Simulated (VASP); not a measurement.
Write the native input for VASP 6.6.1 that does the following.

```yaml
Task: single point
Functional: PBEsol
Potentials_or_basis: VASP PAW PBE potentials, release 64 (Bi_d)
Cutoff: 520 eV
k_mesh: 4 × 4 × 6
Occupations: fermi-dirac, width 0.05 eV
Spin: no spin polarisation
Dipole_correction: no
Further_INCAR_settings: ALGO = Normal; EDIFF = 1e-07; NBANDS = 22
```

The structure of Bi lies in POSCAR:

```
Bi
1.0
    3.4885980000     -3.1325780000      0.0000000000
    3.4885980000      3.1325780000      0.0000000000
   -1.2602350000      0.0000000000      3.1135500000
Bi
2
Direct
    0.7502280000      0.7515860000      0.8490970000
    0.2471020000      0.2530770000      0.1447550000
```

These files were run (other wordings do the same):

INCAR

```
SYSTEM = Bi
PREC = Accurate
ENCUT = 520
EDIFF = 1E-7
ISMEAR = -1
SIGMA = 0.05
LREAL = .FALSE.
LASPH = .TRUE.
NELM = 60
ALGO = Normal
ISIF = 2
LWAVE = .FALSE.
LCHARG = .FALSE.
GGA = PS
NBANDS = 22
```

KPOINTS

```
regular mesh
0
G
  4 4 6
  0 0 0
```

Potentials or basis: VASP PAW PBE potentials, release 64 (Bi_d).

Command:

```bash
$ cat potpaw_PBE.64/Bi_d/POTCAR > POTCAR
$ mpirun -np 1 vasp_std > vasp.out
```

Results of the run:

```
Pressure               : -2.7 GPa
Largest force          : 0.173 eV/Å
Band gap on the k mesh : zero (bands 15 and 16 overlap by 4.68 eV)
```

Caveat: the PAW data sets were made with another functional, which shifts forces and pressure a little; spin-orbit coupling is left out, which moves the levels of the heavy elements.

It took 59 s on 1 thread of Intel Xeon 8259CL (shared host), peak memory 0.21 GiB.
